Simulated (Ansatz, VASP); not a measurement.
Two plane-wave programs on Sc

The input INCAR:

```
PREC = Accurate
ENCUT = 520
EDIFF = 1E-6
ISMEAR = -1
SIGMA = 0.1
LREAL = F
LASPH = T
NELM = 100
ALGO = Normal
ISIF = 2
LWAVE = F
LCHARG = F
GGA = RP
NBANDS = 12
```

File KPOINTS:

```
Automatic mesh
0
Gamma
  12 12 12
```

Contents of POSCAR:

```
Sc
1.0
    2.9392754720      0.0000000000      0.0000000000
    0.0000000000      2.9392754720      0.0000000000
    0.0000000000      0.0000000000      2.9392754720
Sc
1
Direct
    0.0000000000      0.0000000000      0.0000000000
```

Input for Ansatz:

```yaml
crystal:
  lattice:
    - [2.939275472, 0.0, 0.0]
    - [0.0, 2.939275472, 0.0]
    - [0.0, 0.0, 2.939275472]
  atoms:
    - { symbol: Sc, position: [0.0, 0.0, 0.0] }
hamiltonian:
  xc: rpbe
  pseudopotentials:
    kind: paw
    azcp:
      Sc: "pseudopotentials/Sc.paw.azcp"
basis:
  ecutwfc: 420
  fft_grid_basis: typed
kpoints:
  mp_grid: { grid: [12, 12, 12], shift: [0, 0, 0] }
magnetization:
  spin_polarized: false
scf:
  occupations: { method: fermi_dirac, width: 0.1 }
  lower_state_search: "off"
output:
  stress: true
```

Alike in both runs: task single point; functional RPBE; k mesh 12 × 12 × 12; occupations fermi-dirac, width 0.1 eV; no spin polarisation.

|  | VASP | Ansatz |
| --- | --- | --- |
| version | VASP 6.6.1 | Ansatz 0.2.0 |
| potentials or method | VASP PAW PBE potentials, release 64 (Sc_sv), cutoff 520 eV | plane waves (420 eV) with PAW, scalar-relativistic |
| valence electrons in the cell | 11 | 11 |

Ansatz gave:

```
pressure (GPa) : 3.0
```

Q: What did VASP give for the same quantities?

A: Pressure (GPa): 3.1.

VASP's potentials were made for PBE, not for RPBE. With one functional, cell and mesh, what is left measures potentials, basis and numerics.
